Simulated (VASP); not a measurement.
# Zn8O7 (a cell with a defect) in VASP: a series of runs

Zn8O7 (a cell with a defect) is run at these levels: PBE; tasks: single point.

Everything below comes from runs of VASP 6.6.1. Logs are shortened: lines on timing, memory, paths and dates and some standing lists are left out, and cuts for length are marked.

## 1. The cell of the first run

The cell holds a defect, 15 atoms: a = 6.227 Å, b = 6.227 Å, c = 6.559 Å, α = 105.27°, β = 105.27°, γ = 116.44°.

## 2. Single point, PBE

Input file INCAR:

```
SYSTEM = Zn8O7
PREC = Accurate
ENCUT = 520
EDIFF = 1E-6
ISMEAR = 0
SIGMA = 0.05
LREAL = Auto
LASPH = .True.
NELM = 80
ALGO = Normal
ISIF = 2
LWAVE = .False.
LCHARG = .False.
GGA = PE
NELECT = 136.0
NBANDS = 82
```

Input file KPOINTS:

```
regular mesh
0
Gamma
  4 4 4
  0 0 0
```

Input file POSCAR:

```
Zn8O7
1.0
   -3.2794753222      0.0000000000     -5.2931304608
   -3.2794753222      0.0000000000      5.2931304608
    3.2794753222      5.6802178802      0.0000000000
Zn O
8 7
Direct
    0.6859979292      0.5740598229      0.3497987299
    0.1518910808      0.1504511012      0.3471356278
    0.6586887747      0.6661856615      0.8379669760
    0.1136162461      0.1393692482      0.8018653679
    0.0300370980      0.5668215247      0.1337485667
    0.6123944779      0.0812970449      0.1177359767
    0.1083224748      0.5932460978      0.6623272345
    0.5878801363      0.1374980764      0.6654228904
    1.0033963057      0.3703497513      0.3227700132
    0.4926819827      0.8701999779      0.7954119182
    0.9834300629      0.3715959085      0.8282603061
    0.8543180907      0.7588894963      0.1833605721
    0.4608787782      0.2030610255      0.2914280816
    0.9023951969      0.7652697273      0.6908379366
    0.3770810581      0.2842513039      0.6941522461
```

Potentials or basis: VASP PAW PBE potentials, release 64 (Zn, O).

The run is started by

```bash
$ cat potpaw_PBE.64/Zn/POTCAR potpaw_PBE.64/O/POTCAR > POTCAR
$ mpirun -np 1 vasp_std > vasp.out
```

OUTCAR:

```text
SYSTEM = Zn8O7
   PREC = Accurate
   ENCUT = 520
   EDIFF = 1E-6
   ISMEAR = 0
   LREAL = Auto
   LASPH = .True.
   NELM = 80
   ISIF = 2
   GGA = PE
   NELECT = 136.0

 ion  position               nearest neighbor table
   1  0.686  0.574  0.350-  12 1.95  13 1.95  14 1.95   6 2.80   7 2.81   5 2.87
   2  0.152  0.150  0.347-  13 1.95   9 1.98  12 2.02  15 2.03   8 3.01
   3  0.659  0.666  0.838-  15 1.96  14 1.97  10 1.99  12 2.04   6 2.93   8 2.97   5 3.01
   4  0.114  0.139  0.802-  14 1.89  15 1.91  11 1.94
   5  0.030  0.567  0.134-  11 1.92   9 1.95  12 1.97   1 2.87   6 2.93   8 2.97   3 3.01
   6  0.612  0.081  0.118-  13 1.87  10 1.89   9 2.02   1 2.80   3 2.93   5 2.93
   7  0.108  0.593  0.662-  10 1.97  11 1.99  14 2.02   9 2.03   1 2.81
   8  0.588  0.137  0.665-  15 1.92  11 1.98  10 2.00   3 2.97   5 2.97   2 3.01
   9  0.003  0.370  0.323-   5 1.95   2 1.98   6 2.02   7 2.03
  10  0.493  0.870  0.795-   6 1.89   7 1.97   3 1.99   8 2.00
  11  0.983  0.372  0.828-   5 1.92   4 1.94   8 1.98   7 1.99
  12  0.854  0.759  0.183-   1 1.95   5 1.97   2 2.02   3 2.04
  13  0.461  0.203  0.291-   6 1.87   2 1.95   1 1.95
  14  0.902  0.765  0.691-   4 1.89   1 1.95   3 1.97   7 2.02
  15  0.377  0.284  0.694-   4 1.91   8 1.92   3 1.96   2 2.03

  LATTYP: Found a face centered orthorhombic cell.
 ALAT       =     6.5589506444
 B/A-ratio  =     1.6140174695
 C/A-ratio  =     1.7320508076

  Lattice vectors:

 A1 = (   0.0000000000,   5.6802178802,   5.2931304608)
 A2 = (  -3.2794753222,   5.6802178802,   0.0000000000)
 A3 = (  -3.2794753222,   0.0000000000,   5.2931304608)

Analysis of symmetry for initial positions (statically):
=====================================================================
 Subroutine PRICEL returns:
 Original cell was already a primitive cell.

 Routine SETGRP: Setting up the symmetry group for a
 face centered orthorhombic supercell.

 Subroutine GETGRP returns: Found  1 space group operations
 (whereof  1 operations were pure point group operations)
 out of a pool of  8 trial point group operations.

The static configuration has the point symmetry C_1 .

Analysis of symmetry for dynamics (positions and initial velocities):
=====================================================================
 Subroutine PRICEL returns:
 Original cell was already a primitive cell.

 Routine SETGRP: Setting up the symmetry group for a
 face centered orthorhombic supercell.

 Subroutine GETGRP returns: Found  1 space group operations
 (whereof  1 operations were pure point group operations)
 out of a pool of  8 trial point group operations.

The dynamic configuration has the point symmetry C_1 .

 Subroutine INISYM returns: Found  1 space group operations
 (whereof  1 operations are pure point group operations),
 and found     1 'primitive' translations

----------------------------------------------------------------------------------------

                                     Primitive cell

  volume of cell :     197.2023

  direct lattice vectors                    reciprocal lattice vectors
    -3.279475322  0.000000000 -5.293130461    -0.152463413  0.088024792 -0.094462059
    -3.279475322  0.000000000  5.293130461    -0.152463413  0.088024792  0.094462059
     3.279475322  5.680217880  0.000000000     0.000000000  0.176049585  0.000000000

  length of vectors
     6.226731764  6.226731764  6.558950644     0.199791233  0.199791233  0.176049585

  position of ions in fractional coordinates (direct lattice)
     0.685997929  0.574059823  0.349798730
     0.151891081  0.150451101  0.347135628
     0.658688775  0.666185662  0.837966976
     0.113616246  0.139369248  0.801865368
     0.030037098  0.566821525  0.133748567
     0.612394478  0.081297045  0.117735977
     0.108322475  0.593246098  0.662327234
     0.587880136  0.137498076  0.665422890
     0.003396306  0.370349751  0.322770013
     0.492681983  0.870199978  0.795411918
     0.983430063  0.371595908  0.828260306
     0.854318091  0.758889496  0.183360572
     0.460878778  0.203061025  0.291428082
     0.902395197  0.765269727  0.690837937
     0.377081058  0.284251304  0.694152246

  ion indices of the primitive-cell ions
   primitive index   ion index
                 1           1
                 2           2
                 3           3
                 4           4
                 5           5
                 6           6
                 7           7
                 8           8
                 9           9
                10          10
                11          11
                12          12
                13          13
                14          14
                15          15

----------------------------------------------------------------------------------------

 KPOINTS: regular mesh

Automatic generation of k-mesh.
 Grid dimensions read from file:
 generate k-points for:    4    4    4

 Generating k-lattice:

  Cartesian coordinates                     Fractional coordinates (reciprocal lattice)
    -0.038115853  0.022006198 -0.023615515     0.250000000  0.000000000  0.000000000
    -0.038115853  0.022006198  0.023615515     0.000000000  0.250000000  0.000000000
     0.000000000  0.044012396  0.000000000     0.000000000  0.000000000  0.250000000

  Length of vectors
     0.049947808  0.049947808  0.044012396

  Shift w.r.t. Gamma in fractional coordinates (k-lattice)
     0.000000000  0.000000000  0.000000000

 Subroutine IBZKPT returns following result:
 ===========================================

 Found     36 irreducible k-points:

 Following reciprocal coordinates:
            Coordinates               Weight
  0.000000  0.000000  0.000000      1.000000
  0.250000  0.000000  0.000000      2.000000
  0.000000  0.250000 -0.250000      2.000000
 -0.000000 -0.250000  0.000000      2.000000
 -0.250000 -0.000000  0.250000      2.000000
  0.500000  0.000000  0.000000      1.000000
[... 16 lines left out ...]
  0.500000  0.000000  0.250000      2.000000
  0.000000  0.500000  0.250000      2.000000
 [... further k-points ...]
   k-points           NKPTS =     36   k-points in BZ     NKDIM =     36   number of bands    NBANDS=     82
   number of dos      NEDOS =    301   number of ions     NIONS =     15
   total plane-waves  NPLWV = 115200
   dimension x,y,z NGX =    48 NGY =   48 NGZ =   50
   dimension x,y,z NGXF=    96 NGYF=   96 NGZF=  100
   ions per type =               8   7
   NGX,Y,Z   is equivalent  to a cutoff of  12.82, 12.82, 12.67 a.u.
   NGXF,Y,Z  is equivalent  to a cutoff of  25.63, 25.63, 25.35 a.u.
 SYSTEM =  Zn8O7
   PREC   = accura    normal or accurate (medium, high low for compatibility)
   ISTART =      0    job   : 0-new  1-cont  2-samecut
   ICHARG =      2    charge: 1-file 2-atom 10-const
   ISPIN  =      1    spin polarized calculation?
   LNONCOLLINEAR =      F non collinear calculations
   LSORBIT =      F    spin-orbit coupling
   LASPH  =      T    aspherical Exc in radial PAW
   ENCUT  =  520.0 eV  38.22 Ry    6.18 a.u.  11.58 11.58 12.20*2*pi/ulx,y,z
   NELM   =     80;   NELMIN=  2; NELMDL= -5     # of ELM steps
   EDIFF  = 0.1E-05   stopping-criterion for ELM
   LREAL  =      T    real-space projection
   EDIFFG = 0.1E-04   stopping-criterion for IOM
   NSW    =      0    number of steps for IOM
[... 5 lines left out ...]
   TEBEG  =    0.0;   TEEND  =   0.0 temperature during run
   PSTRESS=    0.0 pullay stress
   NELECT =     136.0000    total number of electrons
   NUPDOWN=      -1.0000    fix difference up-down
   EMIN   =  10.00;   EMAX   =-10.00  energy-range for DOS
   EFERMI =   0.00;   METHOD = LEGACY
   ISMEAR =     0;   SIGMA  =   0.05  broadening in eV -4-tet -1-fermi 0-gaus
   EFERMI_NEDOS =   21; number of points for ismear=-14 and -15
   IALGO  =     38    algorithm
   IMIX   =      4    mixing-type and parameters
     AMIX     =   0.40;   BMIX     =  1.00
     AMIX_MAG =   1.60;   BMIX_MAG =  1.00
  volume/ion in A,a.u.               =      13.15        88.72
  Fermi-wavevector in a.u.,A,eV,Ry     =   1.446385  2.733271 28.463778  2.092029
  Thomas-Fermi vector in A             =   2.564459
   LORBIT       =      0    0 simple, 1 ext, 2 COOP (PROOUT), +10 PAW based schemes
   GGA     = PE    functional components
   LHFCALC =     F    Hartree Fock is set to
   AEXX    =    0.0000 exact exchange contribution
   IVDW    =     0    specifies the selected vdW correction
   LEPSILON=     F    determine dielectric tensor
   LRPA    =     F    only Hartree local field effects (RPA)
 non-spin polarized calculation
 Gauss-broadening in eV      SIGMA  =   0.05
  energy-cutoff  :      520.00
  volume of cell :      197.20
 maximum number of plane-waves:      5348
 NGX is ok and might be reduce to    48
   NGX = 23   NGY = 23   NGZ = 25

 number of electron     136.0000000 magnetization

 Free energy of the ion-electron system (eV)
  ---------------------------------------------------
  ext. energy  EPLUGINS =         0.00000000
  ---------------------------------------------------
  free energy    TOTEN  =       -65.00323455 eV

  energy without entropy =      -65.00323380  energy(sigma->0) =      -65.00323417

 E-fermi :   0.6255     XC(G=0): -10.2329

 val. band max:        0.4925377029   @ k =   0.0000   0.0000   0.0000
 cond. band min:       0.7584282066   @ k =   0.0000   0.0000   0.0000
 fundamental gap:      0.2658905038
 Fermi energy:         0.6254829539

 k-point     1 :       0.0000    0.0000    0.0000
  band No.  band energies     occupation
      1     -17.3325      2.00000
      2     -16.8511      2.00000
      3     -16.7460      2.00000
      4     -16.6454      2.00000
      5     -16.5663      2.00000
      6     -16.5558      2.00000
[... 72 lines left out ...]
     79       7.9485      0.00000
[... 1908 lines left out ...]
     79       8.5465      0.00000
     80       8.9338      0.00000

 [... further k-points ...]

 [bands above 80 left out]

------------------------ aborting loop because EDIFF is reached ----------------------------------------

  FORCE on cell =-STRESS in cart. coord.  units (eV):
  Direction    XX          YY          ZZ          XY          YZ          ZX
  --------------------------------------------------------------------------------------
  -------------------------------------------------------------------------------------
  Total       -8.3505902     -8.3929528     -6.5402462     -0.8274155      2.1513861      1.8746252
  in kB      -67.8446797    -68.1888564    -53.1364733     -6.7223678     17.4790158     15.2304617
  external PRESSURE =     -63.0566698 kB  Pullay stress =       0.0000000 kB

 VOLUME and BASIS-vectors are now :
 -----------------------------------------------------------------------------
  energy-cutoff  :      520.00
  volume of cell :      197.20
      direct lattice vectors                 reciprocal lattice vectors
    -3.279475322  0.000000000 -5.293130461    -0.152463413  0.088024792 -0.094462059
    -3.279475322  0.000000000  5.293130461    -0.152463413  0.088024792  0.094462059
     3.279475322  5.680217880  0.000000000     0.000000000  0.176049585  0.000000000

 POSITION                                       TOTAL-FORCE (eV/Angst)
 -----------------------------------------------------------------------------------
     -2.98517      1.98693     -0.59250         0.000188     -0.007386      0.040858
      0.14690      1.97181     -0.00762         0.020557     -0.005437      0.019943
     -1.59680      4.75984      0.03968        -0.001543      0.020905      0.003931
      1.80004      4.55477      0.13631         0.005175      0.053868     -0.009710
     -1.51876      0.75972      2.84127        -0.001039      0.008478     -0.010185
     -1.88883      0.66877     -2.81117         0.010995     -0.002994     -0.024772
     -0.12869      3.76216      2.56676         0.007319     -0.017193     -0.004633
     -0.19662      3.77975     -2.38393        -0.017735     -0.022900     -0.034704
     -0.16717      1.83340      1.94233         0.010663      0.030618     -0.034837
     -1.86100      4.51811      1.99825        -0.008120     -0.056407     -0.035753
     -1.72751      4.70470     -3.23852        -0.024216     -0.026978     -0.018197
     -4.68915      1.04153     -0.50512        -0.014674     -0.009760      0.036771
     -1.22164      1.65537     -1.36466        -0.000331      0.020794      0.070950
     -3.20348      3.92411     -0.72582         0.022436      0.026868     -0.019864
      0.10763      3.94294     -0.49136        -0.009675     -0.012477      0.020201
 -----------------------------------------------------------------------------------
    total drift:                               -0.002180     -0.005417      0.006151

  FREE ENERGIE OF THE ION-ELECTRON SYSTEM (eV)
  ---------------------------------------------------
  free  energy   TOTEN  =       -65.0032345485 eV

  energy  without entropy=      -65.0032337988  energy(sigma->0) =      -65.00323417
```

Wall time 39 min (1 thread of Intel Xeon 8259CL, shared host); peak memory 0.55 GiB.

What came out:

| Item | Value |
| --- | --- |
| Free energy | -65.0032 eV |
| Largest force | 0.074 eV/Å |

Forces on the atoms (eV/Å):
```
Zn   0.000 -0.007  0.041
Zn   0.021 -0.005  0.020
Zn  -0.002  0.021  0.004
Zn   0.005  0.054 -0.010
Zn  -0.001  0.008 -0.010
Zn   0.011 -0.003 -0.025
Zn   0.007 -0.017 -0.005
Zn  -0.018 -0.023 -0.035
O    0.011  0.031 -0.035
O   -0.008 -0.056 -0.036
O   -0.024 -0.027 -0.018
O   -0.015 -0.010  0.037
O    0.000  0.021  0.071
O    0.022  0.027 -0.020
O   -0.010 -0.012  0.020
```

Levels at points of the mesh, in eV from the Fermi level:
```csv
k point,band 64,band 65,band 66,band 67,band 68,band 69,band 70,band 71,band 72,band 73
"(0.00, 0.00, 0.00)",-0.94,-0.76,-0.42,-0.21,-0.13,0.13,3.50,4.58,4.93,5.48
"(0.50, 0.00, 0.00)",-1.08,-0.78,-0.70,-0.65,-0.43,2.50,2.75,4.45,4.70,5.14
"(0.00, 0.50, 0.50)",-1.09,-0.84,-0.79,-0.53,-0.38,2.61,2.97,4.14,4.78,5.11
"(0.00, 0.50, 0.00)",-1.04,-0.88,-0.71,-0.67,-0.38,2.61,2.74,4.46,4.77,4.88
"(0.50, 0.00, 0.50)",-1.04,-0.82,-0.61,-0.55,-0.51,2.38,2.84,4.47,4.90,5.06
"(0.50, 0.50, 0.00)",-1.01,-0.86,-0.51,-0.44,-0.33,2.30,2.68,4.26,4.69,5.45
"(0.00, 0.00, 0.50)",-0.98,-0.88,-0.64,-0.32,-0.29,2.09,2.65,4.58,4.90,5.34
"(0.50, 0.50, 0.50)",-1.16,-1.07,-0.87,-0.78,-0.55,3.31,3.35,3.75,4.39,4.60
```

Caveat: the cell carries a net charge on a neutralising background, which shifts energy and pressure; the cell is charged against a uniform background, so pressure and absolute levels hang on convention.

(Continued in part 2 of 2.)
